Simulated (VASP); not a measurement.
The system is C.

```xyz
4
Lattice="1.2494 0.7214 8.3916 -1.2494 0.7214 8.3916 0.0000 -1.4427 8.3916" Properties=species:S:1:pos:R:3 pbc="T T T"
C     0.0000    0.0000    2.1946
C     0.0000    0.0000   18.9780
C     0.0000    0.0000    6.1968
C     0.0000    0.0000   22.9803
```

Base run:

```yaml
Program: VASP 6.6.1
Functional: LDA
Potentials_or_basis: VASP PAW LDA potentials, release 64 (C)
Cutoff: 520 eV
k_mesh: 12 × 12 × 12
Occupations: fermi-dirac, width 0.05 eV
Spin: no spin polarisation
```

Its results: pressure -13.3 GPa; largest force 0.010 eV/Å.

Question: The run is repeated on the same cell with these changes: functional from LDA to PBEsol; potentials or basis from VASP PAW LDA potentials, release 64 (C) to VASP PAW PBE potentials, release 64 (C). What comes out?

Answer: Pressure -9.6 GPa; largest force 0.004 eV/Å.

Caveats: the stress differs along the axes, from -20 to -1 GPa (at least some runs); the stress differs along the axes, from -14 to -0 GPa (at least some runs); this functional lacks dispersion, which binds layers or chains, so the pressure and a relaxed spacing across them are unreliable (at least some runs); the PAW data sets were made with another functional, which shifts forces and pressure a little (at least some runs).
